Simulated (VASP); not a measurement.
# Li2O (Fm-3m) in VASP: further runs

The runs below take Li2O through G0W0 quasiparticle levels, with PBE.

Program: VASP 6.6.1. These are calculated values, not measurements. Logs are shortened: lines on timing, memory, paths and dates and some standing lists are left out, and cuts for length are marked.

**1. The cell of the first run**

The structure is cubic, space group Fm-3m (No. 225). Conventional cell: a = 4.573 Å, b = 4.573 Å, c = 4.573 Å, α = 90.00°, β = 90.00°, γ = 90.00°. Within 2.6 Å of Li (site symmetry -43m) lie 4 O at 1.98 Å and 6 Li at 2.29 Å. O (site symmetry m-3m) has 8 Li at 1.98 Å within 2.6 Å.

**2. G0W0 quasiparticle levels, PBE**

The input, POSCAR:

```
Li2O
1.0
    0.0000000000      2.2863690190      2.2863690190
    2.2863690190      0.0000000000      2.2863690190
    2.2863690190      2.2863690190      0.0000000000
Li O
2 1
Direct
    0.2500000000      0.2500000000      0.2500000000
    0.7500000000      0.7500000000      0.7500000000
    0.0000000000      0.0000000000      0.0000000000
```

The input, INCAR.step1:

```
ALGO = Normal
EDIFF = 1E-8
ENCUT = 500
GGA = PE
ISMEAR = 0
LASPH = T
LCHARG = F
LREAL = F
LWAVE = T
NELM = 100
PREC = Accurate
SIGMA = 0.01
```

The input, INCAR.step2:

```
ALGO = Exact
EDIFF = 1E-8
ENCUT = 500
GGA = PE
ISMEAR = 0
ISTART = 1
LASPH = T
LCHARG = F
LOPTICS = T
LREAL = F
LWAVE = T
NBANDS = 93
NELM = 1
PREC = Accurate
SIGMA = 0.01
```

The input, INCAR.step3:

```
ALGO = EVGW0
EDIFF = 1E-8
ENCUT = 500
ENCUTGW = 140.0
GGA = PE
ISMEAR = 0
ISTART = 1
LASPH = T
LCHARG = F
LREAL = F
LWAVE = F
NBANDS = 93
NBANDSGW = 12
NELMGW = 1
NOMEGA = 48
PREC = Accurate
PRECFOCK = Fast
SIGMA = 0.01
```

The input, KPOINTS:

```
k-points
0
Gamma
  6 6 6
```

Potentials or basis: VASP PAW PBE potentials, release 64 (Li_GW, O_GW).

The run is started by

```sh
$ cat potpaw_PBE.64/Li_GW/POTCAR potpaw_PBE.64/O_GW/POTCAR > POTCAR
$ cp INCAR.step1 INCAR
$ mpirun -np 1 vasp_std > vasp.out
$ cp INCAR.step2 INCAR
$ mpirun -np 1 vasp_std > vasp.out
$ cp INCAR.step3 INCAR
$ mpirun -np 1 vasp_std > vasp.out
```

OUTCAR:

```text
EDIFF = 1E-8
   ENCUT = 500
   ENCUTGW = 140.0
   GGA = PE
   ISMEAR = 0
   ISTART = 1
   LASPH = T
   LREAL = F
   NELMGW = 1
   PREC = Accurate
   PRECFOCK = Fast

 ion  position               nearest neighbor table
   1  0.250  0.250  0.250-   3 1.98   3 1.98   3 1.98   3 1.98   2 2.29   2 2.29   2 2.29   2 2.29
                             2 2.29   2 2.29
   2  0.750  0.750  0.750-   3 1.98   3 1.98   3 1.98   3 1.98   1 2.29   1 2.29   1 2.29   1 2.29
                             1 2.29   1 2.29
   3  0.000  0.000  0.000-   2 1.98   2 1.98   2 1.98   1 1.98   1 1.98   1 1.98   2 1.98   1 1.98

  LATTYP: Found a face centered cubic cell.
 ALAT       =     4.5727380380

  Lattice vectors:

 A1 = (   0.0000000000,   2.2863690190,   2.2863690190)
 A2 = (   2.2863690190,   0.0000000000,   2.2863690190)
 A3 = (   2.2863690190,   2.2863690190,   0.0000000000)

Analysis of symmetry for initial positions (statically):
=====================================================================
 Subroutine PRICEL returns:
 Original cell was already a primitive cell.

 Routine SETGRP: Setting up the symmetry group for a
 face centered cubic supercell.

 Subroutine GETGRP returns: Found 48 space group operations
 (whereof 48 operations were pure point group operations)
 out of a pool of 48 trial point group operations.

The static configuration has the point symmetry O_h .

Analysis of symmetry for dynamics (positions and initial velocities):
=====================================================================
 Subroutine PRICEL returns:
 Original cell was already a primitive cell.

 Routine SETGRP: Setting up the symmetry group for a
 face centered cubic supercell.

 Subroutine GETGRP returns: Found 48 space group operations
 (whereof 48 operations were pure point group operations)
 out of a pool of 48 trial point group operations.

The dynamic configuration has the point symmetry O_h .

 Subroutine INISYM returns: Found 48 space group operations
 (whereof 48 operations are pure point group operations),
 and found     1 'primitive' translations

[... 87 lines left out ...]
   EDIFF  = 0.1E-07   stopping-criterion for ELM
   LREAL  =      F    real-space projection
   EDIFFG = 0.1E-06   stopping-criterion for IOM
   NSW    =      0    number of steps for IOM
   IBRION =     -1    ionic relax: 0-MD 1-quasi-New 2-CG
   NFREE  =      0    steps in history (QN), initial steepest desc. (CG)
   ISIF   =      0    stress and relaxation
   ISYM   =      3    0-nonsym 1-usesym 2-fastsym
   POTIM  = 0.5000    time-step for ionic-motion
   TEBEG  =    0.0;   TEEND  =   0.0 temperature during run
   PSTRESS=    0.0 pullay stress
   NELECT =       8.0000    total number of electrons
   NUPDOWN=      -1.0000    fix difference up-down
   EMIN   =  10.00;   EMAX   =-10.00  energy-range for DOS
   EFERMI =   0.00;   METHOD = LEGACY
   ISMEAR =     0;   SIGMA  =   0.01  broadening in eV -4-tet -1-fermi 0-gaus
   EFERMI_NEDOS =   21; number of points for ismear=-14 and -15
   IALGO  =     38    algorithm
   IMIX   =      4    mixing-type and parameters
     AMIX     =   0.40;   BMIX     =  1.00
     AMIX_MAG =   1.60;   BMIX_MAG =  1.00
  volume/ion in A,a.u.               =       7.97        53.77
  Fermi-wavevector in a.u.,A,eV,Ry     =   1.136620  2.147900 17.577425  1.291904
  Thomas-Fermi vector in A             =   2.273325
   LORBIT       =      0    0 simple, 1 ext, 2 COOP (PROOUT), +10 PAW based schemes
   GGA     = PE    functional components
   LHFCALC =     T    Hartree Fock is set to
   PRECFOCK=fast      Normal, Fast or Accurate (Low or Medium for compatibility)
   ENCUT4O =  -1.0   cutoff for four orbital integrals eV
   NKREDX  =     1    reduce k-point grid by
   NKREDY  =     1    reduce k-point grid by
   NKREDZ  =     1    reduce k-point grid by
   AEXX    =    1.0000 exact exchange contribution
   HFSCREEN=    0.0000 screening length (either q_TF or 0.3 A-1)
   HFSCREENC=   0.0000 screening length for correlation (either q_TF or 0.3 A-1)
   ENCUTFOCK=  -1.0 apply spherical cutoff to Coloumb kernel
   IVDW    =     0    specifies the selected vdW correction
   LEPSILON=     F    determine dielectric tensor
   LRPA    =     F    only Hartree local field effects (RPA)
   LRPAFORCE           =     F    calculate RPA forces
   ENCUTGW             = 140.0    cutoff for response function in eV
   ENCUTGWSOFT         = 112.0    soft cutoff for Coulomb kernel in GW response function in eV
   ENCUTLF             =  -1.0    cutoff for local field effects
   NELMGW              =     1    number of iterations in solving QP/BSE equation
   NELMHF              =     1    number of iterations in the inner HF iteration
   NKREDLFX            =     1    NKREDLFY  =   1   NKREDLFZ  =   1
 non-spin polarized calculation
 Gauss-broadening in eV      SIGMA  =   0.01
  energy-cutoff  :      500.00
  volume of cell :       23.90
 maximum number of plane-waves:       620
  NGX = 14; NGY = 14; NGZ = 14
   NGX = 11   NGY = 11   NGZ = 11
 maximum number of plane-waves:        95
 NGX is ok and might be reduce to    14

 QP shifts <psi_nk| G(iteration)W_0 |psi_nk>: iteration 1
 for sc-GW calculations column KS-energies equals QP-energies in previous step
 and V_xc(KS)=  KS-energies - (<T + V_ion + V_H > + <T+V_H+V_ion>^1  + <V_x>^1)

 k-point   1 :       0.0000    0.0000    0.0000
  band No.  KS-energies  QP-energies   sigma(KS)   V_xc(KS)     V^pw_x(r,r')   Z            occupation Imag(sigma)

      1     -17.7554     -20.0248     -22.2160     -18.9989     -30.5857       0.7054       2.0000       1.1229
      2      -2.2051      -3.6074     -20.8801     -19.0486     -24.6458       0.7657       2.0000       0.1032
      3      -2.2051      -3.6074     -20.8801     -19.0486     -24.6458       0.7657       2.0000       0.1032
      4      -2.2051      -3.6074     -20.8801     -19.0486     -24.6458       0.7657       2.0000       0.1032
      5       3.3019       4.2670      -8.2347      -9.3959      -4.8683       0.8310       0.0000      -0.0650
      6       9.9293      11.4102      -6.4342      -8.2077      -2.5648       0.8350       0.0000      -0.0835
      7       9.9293      11.4102      -6.4342      -8.2077      -2.5648       0.8350       0.0000      -0.0835
      8       9.9293      11.4102      -6.4342      -8.2077      -2.5648       0.8350       0.0000      -0.0835
      9      17.1733      17.9714      -6.2615      -7.3026      -1.2426       0.7665       0.0000      -0.5552
     10      17.1733      17.9714      -6.2615      -7.3026      -1.2426       0.7665       0.0000      -0.5552
     11      17.1733      17.9714      -6.2615      -7.3026      -1.2426       0.7665       0.0000      -0.5552
     12      19.4805      20.6806      -7.4897      -8.9066      -2.8632       0.8470       0.0000      -0.6187
[... 228 lines left out ...]
      1     -17.4304     -19.6456     -22.6282     -19.5667     -31.0281       0.7236       2.0000       1.1045
      2      -3.9912      -5.6347     -18.0445     -15.8828     -21.6891       0.7603       2.0000       0.1177
      3      -3.7835      -5.5126     -18.9987     -16.7095     -22.8687       0.7553       2.0000       0.1209
      4      -3.6839      -5.3358     -19.0204     -16.8384     -22.8387       0.7571       2.0000       0.1186
      5       4.3333       5.3693      -8.4775      -9.7326      -5.2384       0.8254       0.0000      -0.0678
      6       9.4011      10.8751      -8.3117     -10.1539      -4.1537       0.8001       0.0000      -0.1240
      7      11.9537      13.6016      -9.9196     -12.0460      -5.3798       0.7749       0.0000      -0.2204
      8      12.5913      14.2101     -10.4489     -12.5406      -5.7553       0.7739       0.0000      -0.2715
      9      14.9575      16.2256      -6.8518      -8.4281      -2.4853       0.8044       0.0000      -0.1714
     10      18.1602      19.6075      -6.7104      -8.4792      -2.0432       0.8182       0.0000      -0.3533
     11      20.2986      22.0244      -8.1521     -10.2002      -3.1605       0.8426       0.0000      -0.8098
     12      22.2890      24.2607      -6.6491      -9.0731      -2.0308       0.8134       0.0000      -0.4030
```

OUTCAR.step1:

```text
EDIFF = 1E-8
   ENCUT = 500
   GGA = PE
   ISMEAR = 0
[... 392 lines left out ...]
      1.14318      1.14318      1.14318         0.000000      0.000000      0.000000
      3.42955      3.42955      3.42955        -0.000000     -0.000000     -0.000000
      0.00000      0.00000      0.00000        -0.000000     -0.000000     -0.000000
 -----------------------------------------------------------------------------------
    total drift:                                0.000000     -0.000000     -0.000000

  FREE ENERGIE OF THE ION-ELECTRON SYSTEM (eV)
  ---------------------------------------------------
  free  energy   TOTEN  =       -14.3025131265 eV

  energy  without entropy=      -14.3025131265  energy(sigma->0) =      -14.30251313
```

Run time: 2.1 min. Hardware: 1 thread of Intel Xeon 6975P-C (Granite Rapids), shared host; peak memory 0.41 GiB.

Results:

| Item | Value |
| --- | --- |
| Quasiparticle gap | 7.31 eV |
| Least direct quasiparticle gap | 7.87 eV |
| Band gap of the starting levels on the mesh | 5.04 eV |
| Least direct gap of the starting levels on the mesh | 5.51 eV |

Caveat: the k points lie up to 0.40 Å⁻¹ apart; bands, screening cutoff and mesh are small and nothing is extrapolated, so the quasiparticle values aren't converged.

[end of part 1 of 2]
